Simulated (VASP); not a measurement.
Set up this calculation in VASP 6.6.1, as the native input.

| Quantity | Value |
| --- | --- |
| Task | single point |
| Functional | RPBE |
| Potentials or basis | VASP PAW PBE potentials, release 64 (Nb_sv, P) |
| Cutoff | 520 eV |
| k mesh | 11 × 11 × 11 |
| Occupations | gaussian, width 0.1 eV |
| Spin | no spin polarisation |
| Dipole correction | no |
| Further INCAR settings | ALGO = Normal; EDIFF = 1e-07; NBANDS = 26 |

The structure of NbP lies in POSCAR:

```
NbP
1.0
   -1.6749232544      1.6749232544      5.7401081759
    1.6749232544     -1.6749232544      5.7401081759
    1.6749232544      1.6749232544     -5.7401081759
Nb P
2 2
Direct
    0.2498808000      0.7498808000      0.5000000000
    0.4998808000      0.4998808000      0.0000000000
    0.8327477700      0.3327477700      0.5000000000
    0.0827477700      0.0827477700      0.0000000000
```

The input as run:

INCAR

```
SYSTEM = NbP
PREC     = Accurate       ! precision mode
ENCUT    = 520            ! plane-wave cutoff, eV
EDIFF    = 1E-7           ! SCF threshold, eV
ISMEAR   = 0              ! smearing method
SIGMA    = 0.1            ! smearing width, eV
LREAL    = .False.        ! projectors in reciprocal space
LASPH    = .True.         ! aspherical terms in the spheres
NELM     = 80             ! most SCF steps
ALGO     = Normal         ! electronic algorithm
ISIF     = 2              ! what is computed and relaxed
LWAVE    = .False.        ! write WAVECAR
LCHARG   = .True.         ! write CHGCAR
GGA      = RP             ! functional
LELF     = .True.         ! ELF
LVHAR    = .True.       
NBANDS   = 26             ! bands
```

KPOINTS

```
Automatic mesh
0
Gamma
  11 11 11
  0 0 0
```

Potentials or basis: VASP PAW PBE potentials, release 64 (Nb_sv, P).

Launch:

```sh
$ cat potpaw_PBE.64/Nb_sv/POTCAR potpaw_PBE.64/P/POTCAR > POTCAR
$ mpirun -np 1 vasp_std > vasp.out
```

It gave:

| Item | Value |
| --- | --- |
| Pressure | 1.0 GPa |
| Largest force | 0.015 eV/Å |
| Band gap on the k mesh | zero (filled and empty bands touch) |

Caveat: the PAW data sets were made with another functional, which shifts forces and pressure a little.

It took 10 min on 1 thread of Intel(R) Xeon(R) Platinum 8259CL CPU @ 2.50GHz (Skylake/Cascade Lake) (shared host), peak memory 0.43 GiB.
